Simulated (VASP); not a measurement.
# MgO (P6_3/mmc) in VASP: a series of runs, part 2 of 2

VASP 6.6.1.

## Step 3: Single point, PBE

This run uses another cell than the first one, of 9.96 Å³/atom.

Input file INCAR:

```
SYSTEM = MgO
PREC     = Accurate       ! precision mode
ENCUT    = 840            ! plane-wave cutoff, eV
EDIFF    = 1E-6           ! SCF threshold, eV
ISMEAR   = 0              ! smearing method
SIGMA    = 0.05           ! smearing width, eV
LREAL    = .FALSE.        ! projectors in reciprocal space
LASPH    = .TRUE.         ! aspherical terms in the spheres
NELM     = 120            ! most SCF steps
ALGO     = Normal         ! electronic algorithm
ISIF     = 2              ! what is computed and relaxed
LWAVE    = .FALSE.        ! write WAVECAR
LCHARG   = .FALSE.        ! write CHGCAR
GGA      = PE             ! functional
NBANDS   = 24             ! bands
GGA_COMPAT= .FALSE.
```

Input file KPOINTS:

```
Automatic mesh
0
G
  9 9 6
  0 0 0
```

Input file POSCAR:

```
MgO
1.0
    3.3453000000      0.0000000000      0.0000000000
   -1.6726500000      2.8971147833      0.0000000000
    0.0000000000      0.0000000000      4.1122000000
Mg O
2 2
Direct
    0.6666666667      0.3333333333      0.7500000000
    0.3333333333      0.6666666667      0.2500000000
    0.6666666667      0.3333333333      0.2500000000
    0.3333333333      0.6666666667      0.7500000000
```

Potentials or basis: VASP PAW PBE potentials, release 64 (Mg_sv, O).

On the command line:

```
> cat potpaw_PBE.64/Mg_sv/POTCAR potpaw_PBE.64/O/POTCAR > POTCAR
> mpirun -np 1 vasp_std > vasp.out
```

OUTCAR:

```text
SYSTEM = MgO
   PREC = Accurate
   ENCUT = 840
   EDIFF = 1E-6
   ISMEAR = 0
   LREAL = .FALSE.
   LASPH = .TRUE.
   NELM = 120
   ISIF = 2
   GGA = PE

 ion  position               nearest neighbor table
   1  0.667  0.333  0.750-   4 1.93   4 1.93   4 1.93   3 2.06   3 2.06
   2  0.333  0.667  0.250-   3 1.93   3 1.93   3 1.93   4 2.06   4 2.06
   3  0.667  0.333  0.250-   2 1.93   2 1.93   2 1.93   1 2.06   1 2.06
   4  0.333  0.667  0.750-   1 1.93   1 1.93   1 1.93   2 2.06   2 2.06

  LATTYP: Found a hexagonal cell.
 ALAT       =     3.3453000000
 C/A-ratio  =     1.2292470033

  Lattice vectors:

 A1 = (   3.3453000000,   0.0000000000,   0.0000000000)
 A2 = (  -1.6726500000,   2.8971147833,   0.0000000000)
 A3 = (   0.0000000000,   0.0000000000,   4.1122000000)

Analysis of symmetry for initial positions (statically):
=====================================================================
 Subroutine PRICEL returns:
 Original cell was already a primitive cell.

 Routine SETGRP: Setting up the symmetry group for a
 hexagonal supercell.

 Subroutine GETGRP returns: Found 24 space group operations
 (whereof 12 operations were pure point group operations)
 out of a pool of 24 trial point group operations.

The static configuration has the point symmetry D_3d.
 The point group associated with its full space group is D_6h.

Analysis of symmetry for dynamics (positions and initial velocities):
=====================================================================
 Subroutine PRICEL returns:
 Original cell was already a primitive cell.

 Routine SETGRP: Setting up the symmetry group for a
 hexagonal supercell.

 Subroutine GETGRP returns: Found 24 space group operations
 (whereof 12 operations were pure point group operations)
 out of a pool of 24 trial point group operations.

The dynamic configuration has the point symmetry D_3d.
 The point group associated with its full space group is D_6h.

 Subroutine INISYM returns: Found 24 space group operations
 (whereof 12 operations are pure point group operations),
 and found     1 'primitive' translations

----------------------------------------------------------------------------------------

                                     Primitive cell

  volume of cell :      39.8543

  direct lattice vectors                    reciprocal lattice vectors
     3.345300000  0.000000000  0.000000000     0.298926853  0.172585499  0.000000000
    -1.672650000  2.897114783  0.000000000     0.000000000  0.345170998  0.000000000
     0.000000000  0.000000000  4.112200000     0.000000000  0.000000000  0.243178834

  length of vectors
     3.345300000  3.345300000  4.112200000     0.345170998  0.345170998  0.243178834

  position of ions in fractional coordinates (direct lattice)
     0.666666667  0.333333333  0.750000000
     0.333333333  0.666666667  0.250000000
     0.666666667  0.333333333  0.250000000
     0.333333333  0.666666667  0.750000000

  ion indices of the primitive-cell ions
   primitive index   ion index
                 1           1
                 2           2
                 3           3
                 4           4

----------------------------------------------------------------------------------------

 KPOINTS: Automatic mesh

[... 24 lines left out ...]
  0.000000  0.000000  0.000000      1.000000
  0.111111  0.000000  0.000000      6.000000
  0.222222  0.000000  0.000000      6.000000
  0.333333  0.000000  0.000000      6.000000
  0.444444  0.000000  0.000000      6.000000
  0.111111  0.111111  0.000000      6.000000
[... 16 lines left out ...]
  0.333333  0.222222  0.166667     24.000000
  0.333333  0.333333  0.166667      4.000000
 [... further k-points ...]
   k-points           NKPTS =     48   k-points in BZ     NKDIM =     48   number of bands    NBANDS=     24
   number of dos      NEDOS =    301   number of ions     NIONS =      4
   total plane-waves  NPLWV =  40960
   dimension x,y,z NGX =    32 NGY =   32 NGZ =   40
   dimension x,y,z NGXF=    64 NGYF=   64 NGZF=   80
   ions per type =               2   2
   NGX,Y,Z   is equivalent  to a cutoff of  15.90, 15.90, 16.17 a.u.
   NGXF,Y,Z  is equivalent  to a cutoff of  31.81, 31.81, 32.34 a.u.
 SYSTEM =  MgO
   PREC   = accura    normal or accurate (medium, high low for compatibility)
   ISTART =      0    job   : 0-new  1-cont  2-samecut
   ICHARG =      2    charge: 1-file 2-atom 10-const
   ISPIN  =      1    spin polarized calculation?
   LNONCOLLINEAR =      F non collinear calculations
   LSORBIT =      F    spin-orbit coupling
   LASPH  =      T    aspherical Exc in radial PAW
   ENCUT  =  840.0 eV  61.74 Ry    7.86 a.u.   7.91  7.91  9.72*2*pi/ulx,y,z
   NELM   =    120;   NELMIN=  2; NELMDL= -5     # of ELM steps
   EDIFF  = 0.1E-05   stopping-criterion for ELM
   LREAL  =      F    real-space projection
   EDIFFG = 0.1E-04   stopping-criterion for IOM
   NSW    =      0    number of steps for IOM
   IBRION =     -1    ionic relax: 0-MD 1-quasi-New 2-CG
   NFREE  =      0    steps in history (QN), initial steepest desc. (CG)
   ISIF   =      2    stress and relaxation
   ISYM   =      2    0-nonsym 1-usesym 2-fastsym
   POTIM  = 0.5000    time-step for ionic-motion
   TEBEG  =    0.0;   TEEND  =   0.0 temperature during run
   PSTRESS=    0.0 pullay stress
   NELECT =      32.0000    total number of electrons
   NUPDOWN=      -1.0000    fix difference up-down
   EMIN   =  10.00;   EMAX   =-10.00  energy-range for DOS
   EFERMI =   0.00;   METHOD = LEGACY
   ISMEAR =     0;   SIGMA  =   0.05  broadening in eV -4-tet -1-fermi 0-gaus
   EFERMI_NEDOS =   21; number of points for ismear=-14 and -15
   IALGO  =     38    algorithm
   IMIX   =      4    mixing-type and parameters
     AMIX     =   0.40;   BMIX     =  1.00
     AMIX_MAG =   1.60;   BMIX_MAG =  1.00
  volume/ion in A,a.u.               =       9.96        67.24
  Fermi-wavevector in a.u.,A,eV,Ry     =   1.521598  2.875403 31.501016  2.315259
  Thomas-Fermi vector in A             =   2.630291
   LORBIT       =      0    0 simple, 1 ext, 2 COOP (PROOUT), +10 PAW based schemes
   GGA     = PE    functional components
   LHFCALC =     F    Hartree Fock is set to
   AEXX    =    0.0000 exact exchange contribution
   IVDW    =     0    specifies the selected vdW correction
   LEPSILON=     F    determine dielectric tensor
   LRPA    =     F    only Hartree local field effects (RPA)
 non-spin polarized calculation
 Gauss-broadening in eV      SIGMA  =   0.05
  energy-cutoff  :      840.00
  volume of cell :       39.85
 maximum number of plane-waves:      2244
 NGX is ok and might be reduce to    32
   NGX = 15   NGY = 15   NGZ = 19

 number of electron      32.0000005 magnetization

 Free energy of the ion-electron system (eV)
  ---------------------------------------------------
  ext. energy  EPLUGINS =         0.00000000
  ---------------------------------------------------
  free energy    TOTEN  =       -23.25842626 eV

  energy without entropy =      -23.25842626  energy(sigma->0) =      -23.25842626

 E-fermi :   2.9317     XC(G=0): -10.8155

 val. band max:        2.4690684550   @ k =   0.0000   0.0000   0.0000
 cond. band min:       6.4190715495   @ k =   0.0000   0.0000   0.0000
 fundamental gap:      3.9500030944
 Fermi energy:         2.9317436994

 k-point     1 :       0.0000    0.0000    0.0000
  band No.  band energies     occupation
      1     -69.4690      2.00000
      2     -69.4503      2.00000
      3     -36.2837      2.00000
      4     -36.2398      2.00000
      5     -36.2398      2.00000
      6     -36.2035      2.00000
[... 637 lines left out ...]
     23      17.1013      0.00000
     24      20.2807      0.00000

 [... further k-points ...]

------------------------ aborting loop because EDIFF is reached ----------------------------------------

  FORCE on cell =-STRESS in cart. coord.  units (eV):
  Direction    XX          YY          ZZ          XY          YZ          ZX
  --------------------------------------------------------------------------------------
  -------------------------------------------------------------------------------------
  Total        5.8474977      5.8474977      4.5861970      0.0000000      0.0000000      0.0000000
  in kB      235.0745659    235.0745659    184.3691643      0.0000000      0.0000000      0.0000000
  external PRESSURE =     218.1727653 kB  Pullay stress =       0.0000000 kB

 VOLUME and BASIS-vectors are now :
 -----------------------------------------------------------------------------
  energy-cutoff  :      840.00
  volume of cell :       39.85
      direct lattice vectors                 reciprocal lattice vectors
     3.345300000  0.000000000  0.000000000     0.298926853  0.172585499  0.000000000
    -1.672650000  2.897114783  0.000000000     0.000000000  0.345170998  0.000000000
     0.000000000  0.000000000  4.112200000     0.000000000  0.000000000  0.243178834

 POSITION                                       TOTAL-FORCE (eV/Angst)
 -----------------------------------------------------------------------------------
      1.67265      0.96570      3.08415        -0.000000     -0.000000      0.000000
     -0.00000      1.93141      1.02805         0.000000      0.000000      0.000000
      1.67265      0.96570      1.02805         0.000000     -0.000000      0.000000
     -0.00000      1.93141      3.08415        -0.000000      0.000000      0.000000
 -----------------------------------------------------------------------------------
    total drift:                               -0.000000     -0.000000     -0.000000

  FREE ENERGIE OF THE ION-ELECTRON SYSTEM (eV)
  ---------------------------------------------------
  free  energy   TOTEN  =       -23.2584262593 eV

  energy  without entropy=      -23.2584262593  energy(sigma->0) =      -23.25842626
```

It took 48 s on 1 thread of AMD EPYC 9R45 (Zen 5), shared host; peak memory 0.2 GiB.

Results:

* Free energy: -23.2584 eV
* Pressure: 21.8 GPa
* Band gap on the k mesh: 3.95 eV

Caveat: the stress differs along the axes, from 18 to 24 GPa.

## Step 4: Single point, PBE

This run uses another cell than the first one, of 10.28 Å³/atom.

Input file INCAR:

```
SYSTEM = MgO
ALGO     = Normal         ! electronic algorithm
EDIFF    = 1E-6           ! SCF threshold, eV
ENCUT    = 840            ! plane-wave cutoff, eV
GGA      = PE             ! functional
GGA_COMPAT= .FALSE.      
ISIF     = 2              ! what is computed and relaxed
ISMEAR   = 0              ! smearing method
LASPH    = .TRUE.         ! aspherical terms in the spheres
LCHARG   = .FALSE.        ! write CHGCAR
LREAL    = .FALSE.        ! projectors in reciprocal space
LWAVE    = .FALSE.        ! write WAVECAR
NBANDS   = 24             ! bands
NELM     = 120            ! most SCF steps
PREC     = Accurate       ! precision mode
SIGMA    = 0.05           ! smearing width, eV
```

Input file KPOINTS:

```
k-points
0
G
  9 9 6
  0 0 0
```

Input file POSCAR:

```
MgO
1.0
    3.3805000000      0.0000000000      0.0000000000
   -1.6902500000      2.9275988775      0.0000000000
    0.0000000000      0.0000000000      4.1546000000
Mg O
2 2
Direct
    0.6666666667      0.3333333333      0.7500000000
    0.3333333333      0.6666666667      0.2500000000
    0.6666666667      0.3333333333      0.2500000000
    0.3333333333      0.6666666667      0.7500000000
```

On the command line:

```
> cat potpaw_PBE.64/Mg_sv/POTCAR potpaw_PBE.64/O/POTCAR > POTCAR
> mpirun -np 1 vasp_std > vasp.out
```

Run time: 58 s. Hardware: 1 thread of Intel Xeon Platinum 8488C (Sapphire Rapids), shared host; peak memory 0.23 GiB.

It converged, with:

```yaml
Free_energy: -23.4091 eV
Pressure: 15.7 GPa
Band_gap_on_the_k_mesh: 3.78 eV
```

Stress tensor (GPa, compression positive):
```
17.20  0.00  0.00
 0.00 17.20  0.00
 0.00  0.00 12.68
```

Levels at points of the mesh, in eV from the valence-band top:
```tsv
k point	band 12	band 13	band 14	band 15	band 16	band 17	band 18	band 19	band 20	band 21
(0.00, 0.00, 0.00)	-1.85	-1.85	-0.95	-0.95	0.00	3.78	9.96	12.56	13.18	13.18
(0.00, 0.00, 0.50)	-2.57	-1.42	-1.42	-1.42	-1.42	6.81	6.81	13.53	13.53	13.53
```

Caveat: the cell stands under pressure.

## Step 5: Overview

```tsv
cell	gap on the mesh (eV)	pressure (GPa)
a = 3.345, b = 3.345, c = 4.070 Å, angles 90.0, 90.0, 120.0°, 4 atoms	4.01	24.0
a = 3.345, b = 3.345, c = 4.112 Å, angles 90.0, 90.0, 120.0°, 4 atoms	3.95	21.8
a = 3.381, b = 3.381, c = 4.155 Å, angles 90.0, 90.0, 120.0°, 4 atoms	3.78	15.7
```

Alike in all rows: task single point; level PBE; potentials or basis VASP PAW PBE potentials, release 64 (Mg_sv, O); no spin polarisation; k mesh 9 × 9 × 6; cutoff (eV) 840; smearing gaussian 0.05 eV.

Caveats: the cell stands under pressure (at least some runs); the stress differs along the axes, from 18 to 24 GPa (at least some runs).

Total energies depend on the potentials used, so only differences within one code and one set of settings carry meaning.
